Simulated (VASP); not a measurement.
Input of a VASP 6.6.1 run:

INCAR

```
SYSTEM = W
PREC = Accurate
ENCUT = 600
EDIFF = 1E-7
ISMEAR = -1
SIGMA = 0.1
LREAL = .False.
LASPH = .True.
NELM = 80
ALGO = Normal
ISIF = 3
LWAVE = .False.
LCHARG = .False.
GGA = CA
IBRION = 2
NSW = 100
EDIFFG = -0.002
PSTRESS = 10.0
```

KPOINTS

```
Automatic mesh
0
Gamma
  24 24 24
  0 0 0
```

File POSCAR:

```
W
1.0
   -1.5675648139      1.5675648139      1.5675648139
    1.5675648139     -1.5675648139      1.5675648139
    1.5675648139      1.5675648139     -1.5675648139
W
1
Direct
    0.0000000000      0.0000000000      0.0000000000
```

Potentials or basis: VASP PAW LDA potentials, release 64 (W_sv).

Run with:

```sh
$ cat potpaw_LDA.64/W_sv/POTCAR > POTCAR
$ mpirun -np 1 vasp_std > vasp.out
```

Problem. Predict the relaxed cell.

Solution. a = 2.718 Å, b = 2.718 Å, c = 2.718 Å, α = 109.47°, β = 109.47°, γ = 109.47°.

Problem. What does it give for the relaxed volume?

Solution. 15.45 Å³/atom.

Problem. What does it give for the space group after relaxing (to 0.1 Å)?

Solution. Im-3m (No. 229).

Step by step:
| step | energy change (eV) | largest force (eV/Å) | pressure (GPa) | volume (Å³) |
| --- | --- | --- | --- | --- |
| 1 | 0.0000 | 0.0000 | 2.03 | 15.41 |
| 2 | 0.0005 | 0.0000 | -2.73 | 15.63 |
| 3 | -0.0004 | 0.0000 | 0.99 | 15.45 |

Caveat: the cell is relaxed towards a set pressure, so the run minimises the enthalpy, not the energy.
